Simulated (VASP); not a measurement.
Wanted: the native input for a VASP 6.6.1 run.

```yaml
Task: single point
Functional: PBE
Potentials_or_basis: VASP PAW PBE potentials, release 64 (Be, B)
Cutoff: 520 eV
k_mesh: 6 × 6 × 4
Occupations: gaussian, width 0.1 eV
Spin: no spin polarisation
Dipole_correction: no
Further_INCAR_settings: ALGO = Normal; EDIFF = 1e-06; NBANDS = 14
```

The structure of Be2B3 lies in POSCAR:

```
Be2B3
1.0
    2.6883787027     -2.2865033097      0.0000000000
    2.6883787027      2.2865033097      0.0000000000
    0.0000000000      0.0000000000      3.4464337794
Be B
2 3
Direct
    0.3065399597      0.3065399597      0.2175089721
    0.6934600403      0.6934600403      0.2175089721
    0.5000000000      0.5000000000      0.7141366933
    0.8247833526      0.1752166474      0.4887272876
    0.1752166474      0.8247833526      0.4887272876
```

These files were run (other wordings do the same):

INCAR

```
SYSTEM = Be2B3
  ALGO = Normal
  EDIFF = 1E-6
  ENCUT = 520
  GGA = PE
  ISIF = 2
  ISMEAR = 0
  LASPH = .TRUE.
  LCHARG = .TRUE.
  LELF = .TRUE.
  LREAL = .FALSE.
  LVHAR = .TRUE.
  LWAVE = .FALSE.
  NBANDS = 14
  NELM = 80
  PREC = Accurate
  SIGMA = 0.1
```

KPOINTS

```
k-points
0
G
  6 6 4
  0 0 0
```

Potentials or basis: VASP PAW PBE potentials, release 64 (Be, B).

The run is started by

```bash
$ cat potpaw_PBE.64/Be/POTCAR potpaw_PBE.64/B/POTCAR > POTCAR
$ mpirun -np 1 vasp_std > vasp.out
```

Results of the run:

The pressure is 0.2 GPa and the largest force is 0.018 eV/Å.

Caveat: the k points lie up to 0.46 Å⁻¹ apart.

Wall time 13 s on 1 thread of Intel(R) Xeon(R) Platinum 8559C (Emerald Rapids), with other jobs on the host, peak memory 0.16 GiB.
